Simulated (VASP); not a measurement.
Wanted: the native input for a VASP 6.6.1 run.

```yaml
Task: single point
Functional: LDA
Potentials_or_basis: VASP PAW LDA potentials, release 64 (Ir, P)
Cutoff: 500 eV
k_mesh: 14 × 14 × 14
Occupations: fermi-dirac, width 0.08 eV
Spin: no spin polarisation
Dipole_correction: no
Further_INCAR_settings: ALGO = Normal; EDIFF = 1e-06; NBANDS = 14
```

The structure of PIr (rocksalt type) lies in POSCAR:

```
PIr
1.0
    0.0000000000      2.1543797938      2.1543797938
    2.1543797938      0.0000000000      2.1543797938
    2.1543797938      2.1543797938      0.0000000000
Ir P
1 1
Direct
    0.0000000000      0.0000000000      0.0000000000
    0.5000000000      0.5000000000      0.5000000000
```

This cell differs from its parent crystal: volume scaled by 0.7.

One way to write it, as run:

INCAR

```
SYSTEM = PIr
ALGO     = Normal         ! electronic algorithm
EDIFF    = 1E-6           ! SCF threshold, eV
ENCUT    = 500            ! plane-wave cutoff, eV
GGA      = CA             ! functional
GGA_COMPAT= .FALSE.      
ISIF     = 2              ! what is computed and relaxed
ISMEAR   = -1             ! smearing method
LASPH    = .TRUE.         ! aspherical terms in the spheres
LCHARG   = .TRUE.         ! write CHGCAR
LELF     = .TRUE.         ! ELF
LREAL    = .FALSE.        ! projectors in reciprocal space
LVHAR    = .TRUE.       
LWAVE    = .FALSE.        ! write WAVECAR
NBANDS   = 14             ! bands
NELM     = 120            ! most SCF steps
PREC     = Accurate       ! precision mode
SIGMA    = 0.08           ! smearing width, eV
```

KPOINTS

```
k-points
0
G
  14 14 14
  0 0 0
```

Potentials or basis: VASP PAW LDA potentials, release 64 (Ir, P).

Run with:

```bash
$ cat potpaw_LDA.64/Ir/POTCAR potpaw_LDA.64/P/POTCAR > POTCAR
$ mpirun -np 1 vasp_std > vasp.out
```

Results of the run:

```json
{
  "Pressure": "201.5 GPa",
  "Band gap on the k mesh": "zero (band 7 reaches 17.47 eV, above the bottom of band 8 at 14.80 eV)"
}
```

Caveat: spin-orbit coupling is left out, which moves the levels of the heavy elements.

It took 36 s on 1 thread of Intel Xeon 8259CL (shared host), peak memory 0.15 GiB.
